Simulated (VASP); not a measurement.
Here is a VASP 6.6.1 calculation.

Contents of POSCAR:

```
Si
1.0
    0.0000000000      2.8666325898      2.4366377013
    2.8666325898      0.0000000000      2.4366377013
    2.8666325898      2.8666325898      0.0000000000
Si
2
Direct
    0.5000000000      0.5000000000      0.5000000000
    0.7500000000      0.7500000000      0.7500000000
```

Contents of INCAR.step1:

```
SYSTEM = Si
PREC = Accurate ; ENCUT = 520
ISMEAR = 0 ; SIGMA = 0.05
LREAL = .FALSE. ; LASPH = .TRUE.
NELM = 100 ; NBANDS = 11
GGA = PE ; ALGO = Normal
EDIFF = 1E-4 ; LWAVE = .TRUE.
LCHARG = .FALSE.
```

The input INCAR.step2:

```
SYSTEM = Si
PREC = Accurate ; ENCUT = 520
EDIFF = 1E-7 ; ISMEAR = 0
SIGMA = 0.05 ; LREAL = .FALSE.
LASPH = .TRUE. ; NELM = 100
ALGO = Normal ; ISIF = 2
LWAVE = .FALSE. ; LCHARG = .FALSE.
METAGGA = R2SCAN ; LMIXTAU = .TRUE.
NBANDS = 11 ; ISTART = 1
```

File KPOINTS:

```
regular mesh
0
G
  10 10 10
  0 0 0
```

Potentials or basis: VASP PAW PBE potentials, release 64 (Si).

Command:

```sh
$ cat potpaw_PBE.64/Si/POTCAR > POTCAR
$ cp INCAR.step1 INCAR
$ mpirun -np 1 vasp_std > vasp.out
$ cp INCAR.step2 INCAR
$ mpirun -np 1 vasp_std > vasp.out
```

(1) What does it give for the band gap on the k mesh?

(2) What does it give for the pressure?

Answers

(1) zero (band 4 reaches 6.47 eV, above the bottom of band 5 at 5.54 eV).

(2) -0.5 GPa.

Caveat: the PAW data sets were made with another functional, which shifts forces and pressure a little.
